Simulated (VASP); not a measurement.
# NaF (Villiaumite) (Fm-3m) in VASP: a series of runs, part 2 of 2

VASP 6.6.1. Earlier steps stand in the parts before.

## Step 3: Single point, PBEsol

This run uses another cell than the first one, of 9.78 Å³/atom, 1.069 times its volume.

File INCAR:

```
SYSTEM = NaF
PREC = Accurate ; ENCUT = 600
EDIFF = 1E-6 ; ISMEAR = -1
SIGMA = 0.05 ; LREAL = .FALSE.
LASPH = .TRUE. ; NELM = 120
ALGO = Normal ; ISIF = 2
LWAVE = .FALSE. ; LCHARG = .FALSE.
GGA = PS ; NBANDS = 14
GGA_COMPAT = .FALSE.
```

File KPOINTS:

```
Automatic mesh
0
G
  10 10 10
  0 0 0
```

File POSCAR:

```
NaF
1.0
    0.0000000000      2.1388120781      2.1388120781
    2.1388120781      0.0000000000      2.1388120781
    2.1388120781      2.1388120781      0.0000000000
Na F
1 1
Direct
    0.0000000000      0.0000000000      0.0000000000
    0.5000000000      0.5000000000      0.5000000000
```

Potentials or basis: VASP PAW PBE potentials, release 64 (Na_pv, F).

Command:

```sh
$ cat potpaw_PBE.64/Na_pv/POTCAR potpaw_PBE.64/F/POTCAR > POTCAR
$ mpirun -np 1 vasp_std > vasp.out
```

OUTCAR:

```text
SYSTEM = NaF
   PREC = Accurate
   ENCUT = 600
   EDIFF = 1E-6
   ISMEAR = -1
   LREAL = .FALSE.
   LASPH = .TRUE.
   NELM = 120
   ISIF = 2
   GGA = PS

 ion  position               nearest neighbor table
   1  0.000  0.000  0.000-   2 2.14   2 2.14   2 2.14   2 2.14   2 2.14   2 2.14
   2  0.500  0.500  0.500-   1 2.14   1 2.14   1 2.14   1 2.14   1 2.14   1 2.14

  LATTYP: Found a face centered cubic cell.
 ALAT       =     4.2776241562

  Lattice vectors:

 A1 = (   0.0000000000,   2.1388120781,   2.1388120781)
 A2 = (   2.1388120781,   0.0000000000,   2.1388120781)
 A3 = (   2.1388120781,   2.1388120781,   0.0000000000)

Analysis of symmetry for initial positions (statically):
=====================================================================
 Subroutine PRICEL returns:
 Original cell was already a primitive cell.

 Routine SETGRP: Setting up the symmetry group for a
 face centered cubic supercell.

 Subroutine GETGRP returns: Found 48 space group operations
 (whereof 48 operations were pure point group operations)
 out of a pool of 48 trial point group operations.

The static configuration has the point symmetry O_h .

Analysis of symmetry for dynamics (positions and initial velocities):
=====================================================================
 Subroutine PRICEL returns:
 Original cell was already a primitive cell.

 Routine SETGRP: Setting up the symmetry group for a
 face centered cubic supercell.

 Subroutine GETGRP returns: Found 48 space group operations
 (whereof 48 operations were pure point group operations)
 out of a pool of 48 trial point group operations.

The dynamic configuration has the point symmetry O_h .

 Subroutine INISYM returns: Found 48 space group operations
 (whereof 48 operations are pure point group operations),
 and found     1 'primitive' translations

----------------------------------------------------------------------------------------

                                     Primitive cell

  volume of cell :      19.5681

  direct lattice vectors                    reciprocal lattice vectors
     0.000000000  2.138812078  2.138812078    -0.233774629  0.233774629  0.233774629
     2.138812078  0.000000000  2.138812078     0.233774629 -0.233774629  0.233774629
     2.138812078  2.138812078  0.000000000     0.233774629  0.233774629 -0.233774629

  length of vectors
     3.024737048  3.024737048  3.024737048     0.404909535  0.404909535  0.404909535

  position of ions in fractional coordinates (direct lattice)
     0.000000000  0.000000000  0.000000000
     0.500000000  0.500000000  0.500000000

  ion indices of the primitive-cell ions
   primitive index   ion index
                 1           1
                 2           2

----------------------------------------------------------------------------------------

 KPOINTS: Automatic mesh

Automatic generation of k-mesh.
 Grid dimensions read from file:
 generate k-points for:   10   10   10

 Generating k-lattice:

  Cartesian coordinates                     Fractional coordinates (reciprocal lattice)
    -0.023377463  0.023377463  0.023377463     0.100000000  0.000000000  0.000000000
     0.023377463 -0.023377463  0.023377463     0.000000000  0.100000000  0.000000000
     0.023377463  0.023377463 -0.023377463     0.000000000  0.000000000  0.100000000

  Length of vectors
     0.040490953  0.040490953  0.040490953

  Shift w.r.t. Gamma in fractional coordinates (k-lattice)
     0.000000000  0.000000000  0.000000000

 Subroutine IBZKPT returns following result:
 ===========================================

 Found     47 irreducible k-points:

 Following reciprocal coordinates:
            Coordinates               Weight
  0.000000  0.000000  0.000000      1.000000
  0.100000  0.000000  0.000000      8.000000
  0.200000  0.000000  0.000000      8.000000
  0.300000  0.000000  0.000000      8.000000
  0.400000  0.000000  0.000000      8.000000
  0.500000  0.000000  0.000000      4.000000
[... 16 lines left out ...]
  0.300000  0.300000  0.000000      6.000000
  0.400000  0.300000  0.000000     24.000000
 [... further k-points ...]
   k-points           NKPTS =     47   k-points in BZ     NKDIM =     47   number of bands    NBANDS=     14
   number of dos      NEDOS =    301   number of ions     NIONS =      2
   total plane-waves  NPLWV =  13824
   dimension x,y,z NGX =    24 NGY =   24 NGZ =   24
   dimension x,y,z NGXF=    48 NGYF=   48 NGZF=   48
   ions per type =               1   1
   NGX,Y,Z   is equivalent  to a cutoff of  13.19, 13.19, 13.19 a.u.
   NGXF,Y,Z  is equivalent  to a cutoff of  26.38, 26.38, 26.38 a.u.
 SYSTEM =  NaF
   PREC   = accura    normal or accurate (medium, high low for compatibility)
   ISTART =      0    job   : 0-new  1-cont  2-samecut
   ICHARG =      2    charge: 1-file 2-atom 10-const
   ISPIN  =      1    spin polarized calculation?
   LNONCOLLINEAR =      F non collinear calculations
   LSORBIT =      F    spin-orbit coupling
   LASPH  =      T    aspherical Exc in radial PAW
   ENCUT  =  600.0 eV  44.10 Ry    6.64 a.u.   6.04  6.04  6.04*2*pi/ulx,y,z
   NELM   =    120;   NELMIN=  2; NELMDL= -5     # of ELM steps
   EDIFF  = 0.1E-05   stopping-criterion for ELM
   LREAL  =      F    real-space projection
   EDIFFG = 0.1E-04   stopping-criterion for IOM
   NSW    =      0    number of steps for IOM
   IBRION =     -1    ionic relax: 0-MD 1-quasi-New 2-CG
   NFREE  =      0    steps in history (QN), initial steepest desc. (CG)
   ISIF   =      2    stress and relaxation
   ISYM   =      2    0-nonsym 1-usesym 2-fastsym
   POTIM  = 0.5000    time-step for ionic-motion
   TEBEG  =    0.0;   TEEND  =   0.0 temperature during run
   PSTRESS=    0.0 pullay stress
   NELECT =      14.0000    total number of electrons
   NUPDOWN=      -1.0000    fix difference up-down
   EMIN   =  10.00;   EMAX   =-10.00  energy-range for DOS
   EFERMI =   0.00;   METHOD = LEGACY
   ISMEAR =    -1;   SIGMA  =   0.05  broadening in eV -4-tet -1-fermi 0-gaus
   EFERMI_NEDOS =   21; number of points for ismear=-14 and -15
   IALGO  =     38    algorithm
   IMIX   =      4    mixing-type and parameters
     AMIX     =   0.40;   BMIX     =  1.00
     AMIX_MAG =   1.60;   BMIX_MAG =  1.00
  volume/ion in A,a.u.               =       9.78        66.03
  Fermi-wavevector in a.u.,A,eV,Ry     =   1.464204  2.766944 29.169435  2.143893
  Thomas-Fermi vector in A             =   2.580208
   LORBIT       =      0    0 simple, 1 ext, 2 COOP (PROOUT), +10 PAW based schemes
   GGA     = PS    functional components
   LHFCALC =     F    Hartree Fock is set to
   AEXX    =    0.0000 exact exchange contribution
   IVDW    =     0    specifies the selected vdW correction
   LEPSILON=     F    determine dielectric tensor
   LRPA    =     F    only Hartree local field effects (RPA)
 non-spin polarized calculation
  energy-cutoff  :      600.00
  volume of cell :       19.57
 maximum number of plane-waves:       666
   NGX = 13   NGY = 13   NGZ = 13

 number of electron      13.9999994 magnetization

 Free energy of the ion-electron system (eV)
  ---------------------------------------------------
  ext. energy  EPLUGINS =         0.00000000
  ---------------------------------------------------
  free energy    TOTEN  =        -8.49447607 eV

  energy without entropy =       -8.49447607  energy(sigma->0) =       -8.49447607

 E-fermi :   0.1423     XC(G=0): -10.5959

 val. band max:       -0.9299694114   @ k =   0.0000   0.0000   0.0000
 cond. band min:       6.6952141653   @ k =   0.0000   0.0000   0.0000
 fundamental gap:      7.6251835768
 Fermi energy:         0.1422610656

 k-point     1 :       0.0000    0.0000    0.0000
  band No.  band energies     occupation
      1     -20.4970      2.00000
      2     -19.0707      2.00000
      3     -19.0707      2.00000
      4     -19.0707      2.00000
      5      -0.9300      2.00000
      6      -0.9300      2.00000
      7      -0.9300      2.00000
      8       6.6952      0.00000
      9      19.5848      0.00000
     10      19.5848      0.00000
     11      19.5848      0.00000
     12      22.8124      0.00000
     13      25.4922      0.00000
     14      25.4922      0.00000
[... 375 lines left out ...]
 k-point    24 :       0.4000    0.3000    0.0000
  band No.  band energies     occupation
      1     -20.5430      2.00000
      2     -19.1823      2.00000
      3     -19.1613      2.00000
      4     -18.8224      2.00000
      5      -2.5407      2.00000
      6      -1.4528      2.00000
      7      -1.3728      2.00000
      8      11.5203      0.00000
      9      13.6461      0.00000
     10      18.3580      0.00000
     11      21.5379      0.00000
     12      21.6097      0.00000
     13      28.7027      0.00000
     14      28.7362      0.00000

 [... further k-points ...]
[... 5 lines left out ...]
  --------------------------------------------------------------------------------------
  -------------------------------------------------------------------------------------
  Total        2.4823259      2.4823259      2.4823259      0.0000000     -0.0000000      0.0000000
  in kB      203.2457606    203.2457606    203.2457606      0.0000000     -0.0000000      0.0000000
  external PRESSURE =     203.2457606 kB  Pullay stress =       0.0000000 kB

 VOLUME and BASIS-vectors are now :
 -----------------------------------------------------------------------------
  energy-cutoff  :      600.00
  volume of cell :       19.57
      direct lattice vectors                 reciprocal lattice vectors
     0.000000000  2.138812078  2.138812078    -0.233774629  0.233774629  0.233774629
     2.138812078  0.000000000  2.138812078     0.233774629 -0.233774629  0.233774629
     2.138812078  2.138812078  0.000000000     0.233774629  0.233774629 -0.233774629

 POSITION                                       TOTAL-FORCE (eV/Angst)
 -----------------------------------------------------------------------------------
      0.00000      0.00000      0.00000         0.000000      0.000000      0.000000
      2.13881      2.13881      2.13881         0.000000      0.000000      0.000000
 -----------------------------------------------------------------------------------
    total drift:                                0.000000     -0.000000      0.000000

  FREE ENERGIE OF THE ION-ELECTRON SYSTEM (eV)
  ---------------------------------------------------
  free  energy   TOTEN  =        -8.4944760719 eV

  energy  without entropy=       -8.4944760719  energy(sigma->0) =       -8.49447607
```

OSZICAR:

```text
N       E                     dE             d eps       ncg     rms          rms(c)
DAV:   1     0.117837069997E+03    0.11784E+03   -0.85407E+03  1328   0.148E+03
DAV:   2    -0.387956775432E+01   -0.12172E+03   -0.11211E+03  1460   0.381E+02
DAV:   3    -0.924215630931E+01   -0.53626E+01   -0.53509E+01  1610   0.713E+01
DAV:   4    -0.927885809822E+01   -0.36702E-01   -0.36700E-01  1514   0.635E+00
DAV:   5    -0.927915920355E+01   -0.30111E-03   -0.30110E-03  1634   0.578E-01    0.506E+00
DAV:   6    -0.851056950635E+01    0.76859E+00   -0.22808E+00  1636   0.170E+01    0.165E+00
DAV:   7    -0.849739132593E+01    0.13178E-01   -0.34525E-02  1412   0.232E+00    0.101E+00
DAV:   8    -0.849426087182E+01    0.31305E-02   -0.18050E-02  1406   0.258E+00    0.129E-01
DAV:   9    -0.849451125727E+01   -0.25039E-03   -0.29304E-03  1826   0.550E-01    0.781E-02
DAV:  10    -0.849447698606E+01    0.34271E-04   -0.30717E-04  1460   0.252E-01    0.181E-02
DAV:  11    -0.849447597306E+01    0.10130E-05   -0.22366E-05  1562   0.481E-02    0.214E-03
DAV:  12    -0.849447607193E+01   -0.98868E-07   -0.32135E-07  1466   0.641E-03
   1 F= -.84944761E+01 E0= -.84944761E+01  d E =-.246240E-10
```

stdout:

```text
POSCAR found type information on POSCAR NaF
 POSCAR found :  2 types and       2 ions
 scaLAPACK will be used
 -----------------------------------------------------------------------------
|                                                                             |
|                                                                             |
|     You enforced a specific xc type in the INCAR file but a different       |
|     I HOPE YOU KNOW WHAT YOU ARE DOING!                                     |
|                                                                             |
 -----------------------------------------------------------------------------

 LDA part: xc-table for (Slater+PW92), standard interpolation
 POSCAR, INCAR and KPOINTS ok, starting setup
 FFT: planning ... GRIDC
 FFT: planning ... GRID_SOFT
 FFT: planning ... GRID
 WAVECAR not read
 entering main loop
```

Wall time 16 s (1 thread of Intel Xeon 8259CL, shared host); peak memory 0.14 GiB.

What came out:

```yaml
Free_energy: -8.4945 eV
Pressure: 20.3 GPa
Band_gap_on_the_k_mesh: 7.63 eV, direct
```

Caveat: the PAW data sets were made with another functional, which shifts forces and pressure a little. PBEsol gaps usually lie below the measured ones, often by a third to a half.

## Step 4: Single point, PBEsol

This run uses another cell than the first one, of 10.71 Å³/atom, 1.171 times its volume.

File INCAR:

```
ALGO     = Normal         # electronic algorithm
EDIFF    = 1E-6           # SCF threshold, eV
ENCUT    = 600            # plane-wave cutoff, eV
GGA      = PS             # functional
GGA_COMPAT= False        
ISIF     = 2              # what is computed and relaxed
ISMEAR   = -1             # smearing method
LASPH    = True           # aspherical terms in the spheres
LCHARG   = False          # write CHGCAR
LREAL    = False          # projectors in reciprocal space
LWAVE    = False          # write WAVECAR
NBANDS   = 14             # bands
NELM     = 120            # most SCF steps
PREC     = Accurate       # precision mode
SIGMA    = 0.05           # smearing width, eV
```

File KPOINTS:

```
k-points
0
Gamma
  10 10 10
```

File POSCAR:

```
NaF
1.0
    0.0000000000      2.2043620880      2.2043620880
    2.2043620880      0.0000000000      2.2043620880
    2.2043620880      2.2043620880      0.0000000000
Na F
1 1
Direct
    0.0000000000      0.0000000000      0.0000000000
    0.5000000000      0.5000000000      0.5000000000
```

Command:

```sh
$ cat potpaw_PBE.64/Na_pv/POTCAR potpaw_PBE.64/F/POTCAR > POTCAR
$ mpirun -np 1 vasp_std > vasp.out
```

It took 32 s on 1 thread of Intel Xeon 8259CL, shared host; peak memory 0.16 GiB.

It converged, with:

```
Free energy            : -8.6714 eV
Pressure               : 10.0 GPa
Band gap on the k mesh : 7.02 eV, direct
```

Levels at points of the mesh, in eV from the valence-band top:
| k point | band 5 | band 6 | band 7 | band 8 | band 9 | band 10 |
| --- | --- | --- | --- | --- | --- | --- |
| (0.00, 0.00, 0.00) | 0.00 | 0.00 | 0.00 | 7.02 | 19.89 | 19.89 |
| (0.50, 0.00, 0.00) | -1.98 | -0.35 | -0.35 | 11.54 | 13.64 | 21.62 |
| (0.50, 0.50, 0.00) | -1.54 | -0.49 | -0.49 | 13.56 | 14.26 | 15.06 |

Caveat: the PAW data sets were made with another functional, which shifts forces and pressure a little. A k mesh can miss the band edges.

## Step 5: Single point, PBEsol

This run uses another cell than the first one, of 11.40 Å³/atom, 1.245 times its volume.

File INCAR:

```
SYSTEM = NaF
ALGO     = Normal         ! electronic algorithm
EDIFF    = 1E-6           ! SCF threshold, eV
ENCUT    = 600            ! plane-wave cutoff, eV
GGA      = PS             ! functional
GGA_COMPAT= .FALSE.      
ISIF     = 2              ! what is computed and relaxed
ISMEAR   = -1             ! smearing method
LASPH    = .TRUE.         ! aspherical terms in the spheres
LCHARG   = .TRUE.         ! write CHGCAR
LELF     = .TRUE.         ! ELF
LREAL    = .FALSE.        ! projectors in reciprocal space
LVHAR    = .TRUE.       
LWAVE    = .FALSE.        ! write WAVECAR
NBANDS   = 14             ! bands
NELM     = 120            ! most SCF steps
PREC     = Accurate       ! precision mode
SIGMA    = 0.05           ! smearing width, eV
```

File KPOINTS:

```
k-points
0
G
  10 10 10
  0 0 0
```

File POSCAR:

```
NaF
1.0
    0.0000000000      2.2504312409      2.2504312409
    2.2504312409      0.0000000000      2.2504312409
    2.2504312409      2.2504312409      0.0000000000
Na F
1 1
Direct
    0.0000000000      0.0000000000      0.0000000000
    0.5000000000      0.5000000000      0.5000000000
```

Command:

```sh
$ cat potpaw_PBE.64/Na_pv/POTCAR potpaw_PBE.64/F/POTCAR > POTCAR
$ mpirun -np 1 vasp_std > vasp.out
```

Run time: 35 s. Hardware: 1 thread of Intel Xeon 8259CL, shared host; peak memory 0.16 GiB.

The run converged. Its results:

```yaml
Free_energy: -8.7380 eV
Pressure: 4.9 GPa
Band_gap_on_the_k_mesh: 6.64 eV, direct
```

Levels at points of the mesh, in eV from the valence-band top:
```tsv
k point	band 3	band 4	band 5	band 6	band 7	band 8	band 9	band 10	band 11	band 12
(0.00, 0.00, 0.00)	-18.52	-18.52	0.00	0.00	0.00	6.64	19.46	19.46	19.46	22.32
(0.50, 0.00, 0.00)	-18.53	-17.76	-1.82	-0.31	-0.31	11.14	13.08	20.93	20.93	23.86
(0.50, 0.50, 0.00)	-18.59	-18.59	-1.44	-0.45	-0.45	13.37	13.71	14.41	20.79	20.79
```

Caveat: the PAW data sets were made with another functional, which shifts forces and pressure a little.

## Step 6: The runs side by side

```tsv
cell	gap on the mesh (eV)	pressure (GPa)
a = 2.958 Å, angles 60.0°, 2 atoms	8.12	30.7
a = 3.025 Å, angles 60.0°, 2 atoms	7.63	20.3
a = 3.117 Å, angles 60.0°, 2 atoms	7.02	10.0
a = 3.183 Å, angles 60.0°, 2 atoms	6.64	4.9
```

Alike in all rows: task single point; level PBEsol; potentials or basis VASP PAW PBE potentials, release 64 (Na_pv, F); no spin polarisation; k mesh 10 × 10 × 10; cutoff (eV) 600; smearing fermi-dirac 0.05 eV.

Caveats: the PAW data sets were made with another functional, which shifts forces and pressure a little.

Absolute energies hang on the potentials; compare differences alone.
